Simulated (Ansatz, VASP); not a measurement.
Fe in VASP and in Ansatz

INCAR

```
SYSTEM = Fe
  ALGO = Normal
  EDIFF = 1E-6
  ENCUT = 520
  GGA = PS
  ISIF = 2
  ISMEAR = 0
  ISPIN = 2
  LASPH = .TRUE.
  LCHARG = .FALSE.
  LMAXMIX = 4
  LORBIT = 11
  LREAL = .FALSE.
  LWAVE = .FALSE.
  MAGMOM = 2.37
  NBANDS = 14
  NELM = 150
  PREC = Accurate
  SIGMA = 0.05
```

File KPOINTS:

```
k-points
0
G
  22 22 22
  0 0 0
```

Contents of POSCAR:

```
Fe
1.0
   -1.3760533457      1.3760533457      1.3760533457
    1.3760533457     -1.3760533457      1.3760533457
    1.3760533457      1.3760533457     -1.3760533457
Fe
1
Direct
    0.0000000000      0.0000000000      0.0000000000
```

Input for Ansatz:

```yaml
crystal:
  lattice:
    - [-1.3760533457, 1.3760533457, 1.3760533457]
    - [1.3760533457, -1.3760533457, 1.3760533457]
    - [1.3760533457, 1.3760533457, -1.3760533457]
  atoms:
    - { symbol: Fe, position: [0.0, 0.0, 0.0], spin: 2.37 }
basis:
  ecutwfc: 420
  ecutrho_ratio: 4
kpoints:
  mp_grid: { grid: [22, 22, 22] }
hamiltonian:
  xc: pbesol
scf:
  occupations: { method: gaussian, width: 0.05 }
output:
  forces: true
  stress: true
  eigenvalues: true
  populations: true
magnetization:
  spin_polarized: true
```

Alike in both runs: task single point; functional PBEsol; k mesh 22 × 22 × 22; occupations gaussian, width 0.05 eV; collinear spin.

|  | VASP | Ansatz |
| --- | --- | --- |
| version | VASP 6.6.1 | Ansatz 0.2.0 |
| potentials or method | VASP PAW PBE potentials, release 64 (Fe), cutoff 520 eV | scalar-relativistic, plane waves, PAW |
| valence electrons in the cell | 8 | 16 |

```csv
,VASP,Ansatz,Ansatz less VASP
gap on the k mesh at the Fermi level (eV),none,none,-
pressure (GPa),9.8,9.7,-0.02
net moment per atom (μB),2.08,2.06,-0.020
size of the moment on the site where the two differ most (μB),2.05,2.07,+0.025
```

VASP's potentials were made for PBE, not for PBEsol. Site moments also hang on the region over which each program counts them. A gap of «none» marks a metal or a gap that the smearing closes. The functional is the same, so the differences come from potentials, cutoffs and numerics. VASP's potentials hold 8 valence electrons a cell and Ansatz's 16, so a difference there can come from the potentials and not from the codes.
